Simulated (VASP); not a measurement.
**O: single point with r2SCAN**

O:

```
O
1.0
    -0.02049    2.12196    2.20115
     2.26652   -0.02531    2.20596
     2.22533    2.08558    0.01588
O
2
Direct
  0.24860 0.25258 0.24584
  0.00488 0.98652 0.00701
```

```json
{"Program": "VASP 6.6.1", "Task": "single point", "Functional": "r2SCAN", "Potentials or basis": "VASP PAW PBE potentials, release 64 (O)", "Cutoff": "520 eV", "k mesh": "5 × 5 × 5", "Occupations": "fermi-dirac, width 0.1 eV", "Spin": "no spin polarisation"}
```

The pressure is -2.8 GPa. The largest force is 1.113 eV/Å and the band gap on the k mesh is zero (band 6 reaches 0.53 eV, above the bottom of band 7 at -0.46 eV).

Forces in eV/Å, atoms in the order of the input:
```
O    0.508 -0.989 -0.051
O   -0.508  0.989  0.051
```

Stress tensor (GPa, compression positive):
```
 0.42  0.62 -7.56
 0.62 -5.77  2.91
-7.56  2.91 -3.14
```

Levels at points of the mesh, in eV from the Fermi level:
```
           k point  band 2  band 3  band 4  band 5  band 6  band 7  band 8  band 9  band 10  band 11
(0.00, 0.00, 0.00)  -14.61   -4.41   -3.88   -3.71   -0.95   -0.72   -0.33   10.23    23.81    24.24
```

Wall time 17 s on 1 thread of Intel(R) Xeon(R) 6975P-C (Granite Rapids) (shared host), peak memory 0.13 GiB.

Caveat: the k points lie up to 0.50 Å⁻¹ apart; the PAW data sets were made with another functional, which shifts forces and pressure a little.
